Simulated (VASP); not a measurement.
A run of VASP 6.6.1:

Contents of INCAR:

```
PREC = Accurate
ENCUT = 520
EDIFF = 1E-6
ISMEAR = 0
SIGMA = 0.1
LREAL = False
LASPH = True
NELM = 60
ALGO = Normal
ISIF = 2
LWAVE = False
LCHARG = True
GGA = PE
LELF = True
LVHAR = True
NBANDS = 20
```

Contents of KPOINTS:

```
regular mesh
0
Gamma
  6 6 6
```

The input POSCAR:

```
GaGe
1.0
    1.5103351808      0.8719924232      4.9716269506
   -1.5103351808      0.8719924232      4.9716269506
    0.0000000000     -1.7439848464      4.9716269506
Ga Ge
1 1
Direct
    0.0000000000      0.0000000000      0.0000000000
    0.5000000000      0.5000000000      0.5000000000
```

Potentials or basis: VASP PAW PBE potentials, release 64 (Ga_d, Ge_d).

The run is started by

```console
$ cat potpaw_PBE.64/Ga_d/POTCAR potpaw_PBE.64/Ge_d/POTCAR > POTCAR
$ mpirun -np 1 vasp_std > vasp.out
```

Hardware: 1 thread of Intel Xeon 8259CL, with other jobs on the host.

**Question.** Estimate the wall time of this run.

**Answer.** It took 74 s on 1 thread of Intel Xeon 8259CL (shared host), peak memory 0.24 GiB. Counts: scf iterations 11, k points 32.
